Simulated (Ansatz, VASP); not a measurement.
SiC: VASP beside Ansatz

INCAR

```
SYSTEM = SiC
PREC = Accurate
ENCUT = 520
EDIFF = 1E-6
ISMEAR = 0
SIGMA = 0.05
LREAL = .FALSE.
LASPH = .TRUE.
NELM = 80
ALGO = Normal
ISIF = 2
LWAVE = .FALSE.
LCHARG = .TRUE.
GGA = PS
LELF = .TRUE.
LVHAR = .TRUE.
NBANDS = 11
```

The input KPOINTS:

```
regular mesh
0
G
  18 18 18
  0 0 0
```

The input POSCAR:

```
SiC
1.0
    0.0000000000      1.9879704698      1.9879704698
    1.9879704698      0.0000000000      1.9879704698
    1.9879704698      1.9879704698      0.0000000000
Si C
1 1
Direct
    0.0000000000      0.0000000000      0.0000000000
    0.2500000000      0.2500000000      0.2500000000
```

Input for Ansatz:

```yaml
crystal:
  lattice:
    - [0.0, 1.9879704698, 1.9879704698]
    - [1.9879704698, 0.0, 1.9879704698]
    - [1.9879704698, 1.9879704698, 0.0]
  atoms:
    - { symbol: Si, position: [0.0, 0.0, 0.0] }
    - { symbol: C, position: [0.25, 0.25, 0.25] }
basis:
  ecutwfc: 420
  ecutrho_ratio: 4
kpoints:
  mp_grid: { grid: [18, 18, 18] }
hamiltonian:
  xc: pbesol
scf:
  occupations: { method: gaussian, width: 0.05 }
output:
  forces: true
  stress: true
  eigenvalues: true
```

Alike in both runs: task single point; functional PBEsol; k mesh 18 × 18 × 18; occupations gaussian, width 0.05 eV; no spin polarisation.

|  | VASP | Ansatz |
| --- | --- | --- |
| version | VASP 6.6.1 | Ansatz 0.2.0 |
| potentials or method | VASP PAW PBE potentials, release 64 (Si, C), cutoff 520 eV | scalar-relativistic, plane waves, PAW |
| valence electrons in the cell | 8 | 8 |

Ansatz gave:

| Property | Result |
| --- | --- |
| gap on the k mesh at the Fermi level (eV) | 0.95 |
| least direct gap on the mesh (eV) | 4.68 |

Question: Estimate VASP's values.

Answer: gap on the k mesh at the Fermi level (eV): 0.94; least direct gap on the mesh (eV): 4.66.

VASP's potentials were made for PBE, not for PBEsol.
